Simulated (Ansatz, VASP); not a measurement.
# One calculation of KCl, two programs

```
K Cl
1.0
     0.00000    2.99151    2.99151
     2.99151    0.00000    2.99151
     2.99151    2.99151    0.00000
K Cl
1 1
Direct
  0.00000 0.00000 0.00000
  0.50000 0.50000 0.50000
```

Alike in both runs: task single point; functional PBEsol; k mesh 8 × 8 × 8; occupations gaussian, width 0.05 eV; no spin polarisation.

```csv
,VASP,Ansatz
version,VASP 6.6.1,Ansatz 0.2.0
potentials or method,"VASP PAW PBE potentials, release 64 (K_sv, Cl), cutoff 500 eV","scalar-relativistic, plane waves, PAW"
valence electrons in the cell,16,16
```

Ansatz gave:

| Property | Result |
| --- | --- |
| gap on the k mesh at the Fermi level (eV) | 5.56 |
| least direct gap on the mesh (eV) | 5.56 |
| pressure (GPa) | 3.2 |

Problem. What did VASP give for the same quantities?

Solution. gap on the k mesh at the Fermi level (eV): 5.55; least direct gap on the mesh (eV): 5.55; pressure (GPa): 3.3.

VASP's potentials were made for PBE, not for PBEsol.
